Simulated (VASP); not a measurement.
# RbBr (Pm-3m) in VASP: notebook

Runs on RbBr. Level: PBEsol. Tasks: single point, relaxation of cell and atoms.

Program: VASP 6.6.1. These are calculated values, not measurements. Logs are shortened: lines on timing, memory, paths and dates and some standing lists are left out, and cuts for length are marked.

## (1) The cell of the first run

It takes space group Pm-3m (No. 221, cubic). Conventional cell: a = 4.070 Å, b = 4.070 Å, c = 4.070 Å, α = 90.00°, β = 90.00°, γ = 90.00°. Rb (site symmetry m-3m) has 8 Br at 3.52 Å and 6 Rb at 4.07 Å within 4.6 Å. Br (site symmetry m-3m) has 8 Rb at 3.52 Å and 6 Br at 4.07 Å within 4.6 Å.

## (2) Single point, PBEsol

INCAR reads:

```
SYSTEM = RbBr
ALGO = Normal
EDIFF = 1E-6
ENCUT = 520
GGA = PS
ISIF = 2
ISMEAR = -1
LASPH = .True.
LCHARG = .False.
LREAL = .False.
LWAVE = .False.
NBANDS = 15
NELM = 80
PREC = Accurate
SIGMA = 0.1
```

KPOINTS reads:

```
k-points
0
Gamma
  8 8 8
  0 0 0
```

POSCAR reads:

```
RbBr
1.0
    4.0700890948      0.0000000000      0.0000000000
    0.0000000000      4.0700890948      0.0000000000
    0.0000000000      0.0000000000      4.0700890948
Rb Br
1 1
Direct
    0.0000000000      0.0000000000      0.0000000000
    0.5000000000      0.5000000000      0.5000000000
```

Potentials or basis: VASP PAW PBE potentials, release 64 (Rb_sv, Br).

The run is started by

```bash
$ cat potpaw_PBE.64/Rb_sv/POTCAR potpaw_PBE.64/Br/POTCAR > POTCAR
$ mpirun -np 1 vasp_std > vasp.out
```

OUTCAR:

```text
SYSTEM = RbBr
   EDIFF = 1E-6
   ENCUT = 520
   GGA = PS
   ISIF = 2
   ISMEAR = -1
   LASPH = .True.
   LREAL = .False.
   NELM = 80
   PREC = Accurate

 ion  position               nearest neighbor table
   1  0.000  0.000  0.000-   2 3.52   2 3.52   2 3.52   2 3.52   2 3.52   2 3.52   2 3.52   2 3.52

   2  0.500  0.500  0.500-   1 3.52   1 3.52   1 3.52   1 3.52   1 3.52   1 3.52   1 3.52   1 3.52

  LATTYP: Found a simple cubic cell.
 ALAT       =     4.0700890948

  Lattice vectors:

 A1 = (   4.0700890948,   0.0000000000,   0.0000000000)
 A2 = (   0.0000000000,   4.0700890948,   0.0000000000)
 A3 = (   0.0000000000,   0.0000000000,   4.0700890948)

Analysis of symmetry for initial positions (statically):
=====================================================================
 Subroutine PRICEL returns:
 Original cell was already a primitive cell.

 Routine SETGRP: Setting up the symmetry group for a
 simple cubic supercell.

 Subroutine GETGRP returns: Found 48 space group operations
 (whereof 48 operations were pure point group operations)
 out of a pool of 48 trial point group operations.

The static configuration has the point symmetry O_h .

Analysis of symmetry for dynamics (positions and initial velocities):
=====================================================================
 Subroutine PRICEL returns:
 Original cell was already a primitive cell.

 Routine SETGRP: Setting up the symmetry group for a
 simple cubic supercell.

 Subroutine GETGRP returns: Found 48 space group operations
 (whereof 48 operations were pure point group operations)
 out of a pool of 48 trial point group operations.

The dynamic configuration has the point symmetry O_h .

 Subroutine INISYM returns: Found 48 space group operations
 (whereof 48 operations are pure point group operations),
 and found     1 'primitive' translations

----------------------------------------------------------------------------------------

                                     Primitive cell

  volume of cell :      67.4236

  direct lattice vectors                    reciprocal lattice vectors
     4.070089095  0.000000000  0.000000000     0.245694867  0.000000000  0.000000000
     0.000000000  4.070089095  0.000000000     0.000000000  0.245694867  0.000000000
     0.000000000  0.000000000  4.070089095     0.000000000  0.000000000  0.245694867

  length of vectors
     4.070089095  4.070089095  4.070089095     0.245694867  0.245694867  0.245694867

  position of ions in fractional coordinates (direct lattice)
     0.000000000  0.000000000  0.000000000
     0.500000000  0.500000000  0.500000000

  ion indices of the primitive-cell ions
   primitive index   ion index
                 1           1
                 2           2

----------------------------------------------------------------------------------------

 KPOINTS: k-points

Automatic generation of k-mesh.
 Grid dimensions read from file:
 generate k-points for:    8    8    8

 Generating k-lattice:

  Cartesian coordinates                     Fractional coordinates (reciprocal lattice)
     0.030711858  0.000000000  0.000000000     0.125000000  0.000000000  0.000000000
     0.000000000  0.030711858  0.000000000     0.000000000  0.125000000  0.000000000
     0.000000000  0.000000000  0.030711858     0.000000000  0.000000000  0.125000000

  Length of vectors
     0.030711858  0.030711858  0.030711858

  Shift w.r.t. Gamma in fractional coordinates (k-lattice)
     0.000000000  0.000000000  0.000000000

 Subroutine IBZKPT returns following result:
 ===========================================

 Found     35 irreducible k-points:

 Following reciprocal coordinates:
            Coordinates               Weight
  0.000000  0.000000  0.000000      1.000000
  0.125000  0.000000  0.000000      6.000000
  0.250000  0.000000  0.000000      6.000000
  0.375000  0.000000  0.000000      6.000000
  0.500000  0.000000  0.000000      3.000000
  0.125000  0.125000  0.000000     12.000000
[... 16 lines left out ...]
  0.375000  0.375000  0.125000     24.000000
  0.500000  0.375000  0.125000     24.000000
 [... further k-points ...]
   k-points           NKPTS =     35   k-points in BZ     NKDIM =     35   number of bands    NBANDS=     15
   number of dos      NEDOS =    301   number of ions     NIONS =      2
   total plane-waves  NPLWV =  27000
   dimension x,y,z NGX =    30 NGY =   30 NGZ =   30
   dimension x,y,z NGXF=    60 NGYF=   60 NGZF=   60
   ions per type =               1   1
   NGX,Y,Z   is equivalent  to a cutoff of  12.25, 12.25, 12.25 a.u.
   NGXF,Y,Z  is equivalent  to a cutoff of  24.51, 24.51, 24.51 a.u.
 SYSTEM =  RbBr
   PREC   = accura    normal or accurate (medium, high low for compatibility)
   ISTART =      0    job   : 0-new  1-cont  2-samecut
   ICHARG =      2    charge: 1-file 2-atom 10-const
   ISPIN  =      1    spin polarized calculation?
   LNONCOLLINEAR =      F non collinear calculations
   LSORBIT =      F    spin-orbit coupling
   LASPH  =      T    aspherical Exc in radial PAW
   ENCUT  =  520.0 eV  38.22 Ry    6.18 a.u.   7.57  7.57  7.57*2*pi/ulx,y,z
   NELM   =     80;   NELMIN=  2; NELMDL= -5     # of ELM steps
   EDIFF  = 0.1E-05   stopping-criterion for ELM
   LREAL  =      F    real-space projection
   EDIFFG = 0.1E-04   stopping-criterion for IOM
   NSW    =      0    number of steps for IOM
   IBRION =     -1    ionic relax: 0-MD 1-quasi-New 2-CG
   NFREE  =      0    steps in history (QN), initial steepest desc. (CG)
   ISIF   =      2    stress and relaxation
   ISYM   =      2    0-nonsym 1-usesym 2-fastsym
   POTIM  = 0.5000    time-step for ionic-motion
   TEBEG  =    0.0;   TEEND  =   0.0 temperature during run
   PSTRESS=    0.0 pullay stress
   NELECT =      16.0000    total number of electrons
   NUPDOWN=      -1.0000    fix difference up-down
   EMIN   =  10.00;   EMAX   =-10.00  energy-range for DOS
   EFERMI =   0.00;   METHOD = LEGACY
   ISMEAR =    -1;   SIGMA  =   0.10  broadening in eV -4-tet -1-fermi 0-gaus
   EFERMI_NEDOS =   21; number of points for ismear=-14 and -15
   IALGO  =     38    algorithm
   IMIX   =      4    mixing-type and parameters
     AMIX     =   0.40;   BMIX     =  1.00
     AMIX_MAG =   1.60;   BMIX_MAG =  1.00
  volume/ion in A,a.u.               =      33.71       227.50
  Fermi-wavevector in a.u.,A,eV,Ry     =   1.013548  1.915328 13.976982  1.027279
  Thomas-Fermi vector in A             =   2.146723
   LORBIT       =      0    0 simple, 1 ext, 2 COOP (PROOUT), +10 PAW based schemes
   GGA     = PS    functional components
   LHFCALC =     F    Hartree Fock is set to
   AEXX    =    0.0000 exact exchange contribution
   IVDW    =     0    specifies the selected vdW correction
   LEPSILON=     F    determine dielectric tensor
   LRPA    =     F    only Hartree local field effects (RPA)
 non-spin polarized calculation
  energy-cutoff  :      520.00
  volume of cell :       67.42
 maximum number of plane-waves:      1856
   NGX = 15   NGY = 15   NGZ = 15

 number of electron      15.9999998 magnetization

 Free energy of the ion-electron system (eV)
  ---------------------------------------------------
  ext. energy  EPLUGINS =         0.00000000
  ---------------------------------------------------
  free energy    TOTEN  =        -6.30102454 eV

  energy without entropy =       -6.30102454  energy(sigma->0) =       -6.30102454

 E-fermi :   1.6517     XC(G=0):  -8.3007

 val. band max:       -0.5685552161   @ k =   0.5000   0.5000   0.0000
 cond. band min:       3.4712366411   @ k =   0.0000   0.0000   0.0000
 fundamental gap:      4.0397918572
 Fermi energy:         1.6516733784

 k-point     1 :       0.0000    0.0000    0.0000
  band No.  band energies     occupation
      1     -25.5395      2.00000
      2     -13.2772      2.00000
      3      -9.5255      2.00000
      4      -9.5255      2.00000
      5      -9.5255      2.00000
      6      -0.7265      2.00000
      7      -0.7265      2.00000
      8      -0.7265      2.00000
      9       3.4712      0.00000
     10       4.8366      0.00000
     11       4.8366      0.00000
     12       9.4427      0.00000
     13       9.4427      0.00000
     14       9.4427      0.00000
     15      12.1983      0.00000

 k-point     2 :       0.1250    0.0000    0.0000
  band No.  band energies     occupation
      1     -25.5359      2.00000
      2     -13.2766      2.00000
      3      -9.5501      2.00000
      4      -9.5171      2.00000
      5      -9.5171      2.00000
      6      -1.0688      2.00000
      7      -0.7401      2.00000
      8      -0.7401      2.00000
      9       3.8888      0.00000
     10       4.9599      0.00000
     11       5.2150      0.00000
     12       9.3508      0.00000
     13       9.3508      0.00000
     14       9.5357      0.00000
     15      11.3059      0.00000

 k-point     3 :       0.2500    0.0000    0.0000
  band No.  band energies     occupation
      1     -25.5269      2.00000
      2     -13.2763      2.00000
      3      -9.6042      2.00000
      4      -9.4968      2.00000
      5      -9.4968      2.00000
      6      -1.7249      2.00000
      7      -0.7739      2.00000
      8      -0.7739      2.00000
      9       4.8162      0.00000
     10       5.3189      0.00000
     11       6.1560      0.00000
     12       9.2277      0.00000
     13       9.2277      0.00000
     14       9.7922      0.00000
     15       9.8711      0.00000

 k-point     4 :       0.3750    0.0000    0.0000
  band No.  band energies     occupation
      1     -25.5180      2.00000
      2     -13.2780      2.00000
      3      -9.6506      2.00000
      4      -9.4763      2.00000
      5      -9.4763      2.00000
      6      -2.2507      2.00000
      7      -0.8092      2.00000
      8      -0.8092      2.00000
      9       5.8526      0.00000
     10       5.8838      0.00000
     11       7.0325      0.00000
     12       8.6210      0.00000
     13       9.2684      0.00000
     14       9.2684      0.00000
     15      10.1186      0.00000
[... 307 lines left out ...]
 k-point    22 :       0.5000    0.2500    0.1250
  band No.  band energies     occupation
      1     -25.4996      2.00000
      2     -13.1516      2.00000
      3      -9.7798      2.00000
      4      -9.6763      2.00000
      5      -9.5071      2.00000
      6      -2.0396      2.00000
      7      -1.3436      2.00000
      8      -0.8804      2.00000
      9       5.7737      0.00000
     10       6.3895      0.00000
     11       7.1444      0.00000
     12       8.0872      0.00000
     13       8.7337      0.00000
     14       8.9719      0.00000
     15      11.0101      0.00000

 k-point    23 :       0.3750    0.3750    0.1250
  band No.  band energies     occupation
      1     -25.4949      2.00000
      2     -13.1045      2.00000
      3      -9.8229      2.00000
      4      -9.7642      2.00000
      5      -9.4970      2.00000
      6      -1.7770      2.00000
      7      -1.6285      2.00000
      8      -0.8761      2.00000
      9       5.3508      0.00000
     10       6.2224      0.00000
     11       7.4779      0.00000
     12       7.6881      0.00000
     13       8.9610      0.00000
     14       9.1932      0.00000
     15      11.1423      0.00000

 k-point    24 :       0.5000    0.3750    0.1250
  band No.  band energies     occupation
      1     -25.4915      2.00000
      2     -13.0776      2.00000
      3      -9.8448      2.00000
      4      -9.8170      2.00000
      5      -9.4902      2.00000
      6      -1.8274      2.00000
      7      -1.6300      2.00000
      8      -0.8549      2.00000
      9       5.1632      0.00000
     10       6.1384      0.00000
     11       7.4111      0.00000
     12       7.5698      0.00000
     13       9.2725      0.00000
     14       9.8466      0.00000
     15      11.3362      0.00000

 [... further k-points ...]

------------------------ aborting loop because EDIFF is reached ----------------------------------------

  FORCE on cell =-STRESS in cart. coord.  units (eV):
  Direction    XX          YY          ZZ          XY          YZ          ZX
  --------------------------------------------------------------------------------------
  -------------------------------------------------------------------------------------
  Total        0.0320639      0.0320639      0.0320639      0.0000000     -0.0000000      0.0000000
  in kB        0.7619303      0.7619303      0.7619303      0.0000000     -0.0000000      0.0000000
  external PRESSURE =       0.7619303 kB  Pullay stress =       0.0000000 kB

 VOLUME and BASIS-vectors are now :
 -----------------------------------------------------------------------------
  energy-cutoff  :      520.00
  volume of cell :       67.42
      direct lattice vectors                 reciprocal lattice vectors
     4.070089095  0.000000000  0.000000000     0.245694867  0.000000000  0.000000000
     0.000000000  4.070089095  0.000000000     0.000000000  0.245694867  0.000000000
     0.000000000  0.000000000  4.070089095     0.000000000  0.000000000  0.245694867

 POSITION                                       TOTAL-FORCE (eV/Angst)
 -----------------------------------------------------------------------------------
      0.00000      0.00000      0.00000         0.000000      0.000000      0.000000
      2.03504      2.03504      2.03504         0.000000      0.000000      0.000000
 -----------------------------------------------------------------------------------
    total drift:                                0.000000      0.000000     -0.000000

  FREE ENERGIE OF THE ION-ELECTRON SYSTEM (eV)
  ---------------------------------------------------
  free  energy   TOTEN  =        -6.3010245380 eV

  energy  without entropy=       -6.3010245378  energy(sigma->0) =       -6.30102454
```

It took 40 s on 1 thread of Intel Xeon 8259CL, shared host; peak memory 0.19 GiB.

Results:

```yaml
Free_energy: -6.3010 eV
Pressure: 0.1 GPa
Band_gap_on_the_k_mesh: 4.04 eV (least direct gap 4.20 eV)
```

Levels at points of the mesh, in eV from the valence-band top:
```tsv
k point	band 5	band 6	band 7	band 8	band 9	band 10	band 11	band 12
(0.00, 0.00, 0.00)	-8.96	-0.16	-0.16	-0.16	4.04	5.41	5.41	10.01
(0.50, 0.00, 0.00)	-8.90	-1.88	-0.26	-0.26	6.79	7.12	7.76	8.57
(0.50, 0.50, 0.00)	-8.86	-1.12	-1.12	0.00	5.19	6.12	7.92	7.92
(0.50, 0.50, 0.50)	-9.22	-1.47	-1.47	-1.47	8.23	8.23	8.23	9.49
```

Caveat: the PAW data sets were made with another functional, which shifts forces and pressure a little.

## (3) Relaxation of cell and atoms, PBEsol

This run uses another cell than the first one, of 35.12 Å³/atom.

INCAR reads:

```
SYSTEM = RbBr
ALGO = Normal ; EDIFF = 1E-6
EDIFFG = -0.002 ; ENCUT = 600
GGA = PS ; IBRION = 2
ISIF = 3 ; ISMEAR = -1
LASPH = .TRUE. ; LCHARG = .FALSE.
LREAL = .FALSE. ; LWAVE = .FALSE.
NELM = 80 ; NSW = 100
PREC = Accurate ; SIGMA = 0.1
```

KPOINTS reads:

```
k-points
0
G
  8 8 8
  0 0 0
```

POSCAR reads:

```
RbBr
1.0
    4.1260773000      0.0000000000      0.0000000000
    0.0000000000      4.1260773000      0.0000000000
    0.0000000000      0.0000000000      4.1260773000
Rb Br
1 1
Direct
    0.0000000000      0.0000000000      0.0000000000
    0.5000000000      0.5000000000      0.5000000000
```

Potentials or basis: VASP PAW PBE potentials, release 64 (Rb_sv, Br).

The run is started by

```bash
$ cat potpaw_PBE.64/Rb_sv/POTCAR potpaw_PBE.64/Br/POTCAR > POTCAR
$ mpirun -np 1 vasp_std > vasp.out
```

It took 5.5 min on 1 thread of Intel Xeon 8259CL, shared host; peak memory 0.24 GiB.

It converged, with:

```
Free energy                           : -6.3013 eV
Relaxed volume                        : 33.89 Å³/atom
Relaxed cell                          : a = 4.077 Å, b = 4.077 Å, c = 4.077 Å, α = 90.00°, β = 90.00°, γ = 90.00°
Space group after relaxing (to 0.1 Å) : Pm-3m (No. 221)
Energy gained by relaxing             : 2.2 meV/atom
Ionic steps                           : 18
Pressure after relaxing               : 0.0 GPa
Band gap on the k mesh                : 4.02 eV (least direct gap 4.18 eV)
```

Step by step:
```
step  energy change (eV)  largest force (eV/Å)  pressure (GPa)  volume (Å³)
   1              0.0000                0.0000           -0.56        70.24
   2             -0.0033                0.0000           -0.30        69.01
   3             -0.0045                0.0000            0.03        67.63
   4             -0.0045                0.0000            0.01        67.74
   5             -0.0045                0.0000           -0.01        67.87
   6             -0.0045                0.0000           -0.02        67.81
   7             -0.0045                0.0000           -0.01        67.80
   8             -0.0045                0.0000           -0.02        67.80
   9             -0.0045                0.0000           -0.01        67.80
  10             -0.0045                0.0000           -0.01        67.80
  11             -0.0045                0.0000           -0.01        67.80
  12             -0.0045                0.0000           -0.01        67.80
  13             -0.0045                0.0000           -0.01        67.80
  14             -0.0045                0.0000           -0.01        67.80
  15             -0.0045                0.0000           -0.01        67.80
  16             -0.0045                0.0000           -0.02        67.80
  17             -0.0045                0.0000           -0.02        67.79
  18             -0.0045                0.0000           -0.01        67.78
```

Final structure:
```xyz
2
Lattice="4.0773 0.0000 0.0000 0.0000 4.0773 0.0000 0.0000 0.0000 4.0773" Properties=species:S:1:pos:R:3 pbc="T T T"
Rb    0.0000    0.0000    0.0000
Br    2.0386    2.0386    2.0386
```

Levels at points of the mesh, in eV from the valence-band top:
```csv
k point,band 4,band 5,band 6,band 7,band 8,band 9,band 10,band 11,band 12
"(0.00, 0.00, 0.00)",-8.97,-8.97,-0.16,-0.16,-0.16,4.02,5.41,5.41,10.00
"(0.50, 0.00, 0.00)",-8.91,-8.91,-1.86,-0.25,-0.25,6.79,7.10,7.73,8.57
"(0.50, 0.50, 0.00)",-9.32,-8.87,-1.11,-1.11,0.00,5.19,6.12,7.91,7.91
"(0.50, 0.50, 0.50)",-9.22,-9.22,-1.46,-1.46,-1.46,8.21,8.21,8.21,9.47
```

Caveat: the PAW data sets were made with another functional, which shifts forces and pressure a little. A k mesh can miss the band edges.
